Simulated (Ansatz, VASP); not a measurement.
## WSe2 in VASP and in Ansatz

Contents of INCAR:

```
SYSTEM = WSe2
ALGO = Normal ; EDIFF = 1E-6
ENCUT = 520 ; GGA = PS
ISIF = 2 ; ISMEAR = 0
LASPH = .TRUE. ; LCHARG = .FALSE.
LREAL = .FALSE. ; LWAVE = .FALSE.
NBANDS = 35 ; NELM = 60
PREC = Accurate ; SIGMA = 0.05
```

The input KPOINTS:

```
k-points
0
G
  9 9 2
  0 0 0
```

The input POSCAR:

```
WSe2
1.0
   -3.2711504052      0.0000000000      0.0000000000
   -1.6355752026     -2.8328993505      0.0000000000
   -1.2266814019     -0.7082248376     13.2206689562
W Se
2 4
Direct
    0.1458333333      0.1458333333      0.7500000000
    0.6041666667      0.6041666667      0.2500000000
    0.3024867881      0.3024867881      0.1233861811
    0.5108201214      0.5108201214      0.6233861811
    0.2391798786      0.2391798786      0.3766138189
    0.4475132119      0.4475132119      0.8766138189
```

Input for Ansatz:

```yaml
crystal:
  lattice:
    - [-3.2711504052, 0.0, 0.0]
    - [-1.6355752026, -2.8328993505, 0.0]
    - [-1.2266814019, -0.7082248376, 13.2206689562]
  atoms:
    - { symbol: W, position: [0.1458333333, 0.1458333333, 0.75] }
    - { symbol: W, position: [0.6041666667, 0.6041666667, 0.25] }
    - { symbol: Se, position: [0.3024867881, 0.3024867881, 0.1233861811] }
    - { symbol: Se, position: [0.5108201214, 0.5108201214, 0.6233861811] }
    - { symbol: Se, position: [0.2391798786, 0.2391798786, 0.3766138189] }
    - { symbol: Se, position: [0.4475132119, 0.4475132119, 0.8766138189] }
basis:
  ecutwfc: 420
kpoints:
  mp_grid: { grid: [9, 9, 2] }
hamiltonian:
  xc: pbesol
scf:
  occupations: { method: gaussian, width: 0.05 }
output:
  forces: true
  stress: true
  eigenvalues: true
```

Alike in both runs: task single point; functional PBEsol; k mesh 9 × 9 × 2; occupations gaussian, width 0.05 eV; no spin polarisation.

|  | VASP | Ansatz |
| --- | --- | --- |
| version | VASP 6.6.1 | Ansatz 0.2.0 |
| potentials or method | VASP PAW PBE potentials, release 64 (W_sv, Se), cutoff 520 eV | scalar-relativistic, plane waves, PAW |
| valence electrons in the cell | 52 | 92 |

```csv
,VASP,Ansatz,Ansatz less VASP
gap on the k mesh at the Fermi level (eV),1.07,1.07,+0.005
least direct gap on the mesh (eV),1.63,1.63,+0.003
pressure (GPa),1.1,0.6,-0.42
"traceless stress, the component that is largest in VASP (GPa)",1.16,1.06,-0.103
rms of the force components (eV/Å),0.078,0.094,+0.0154
```

VASP's potentials were made for PBE, not for PBEsol. Atom by atom the forces differ by 0.029 eV/Å (rms over components). VASP's potentials hold 52 valence electrons a cell and Ansatz's 92, so a difference there can come from the potentials and not from the codes.

Neither program's run includes spin-orbit coupling.
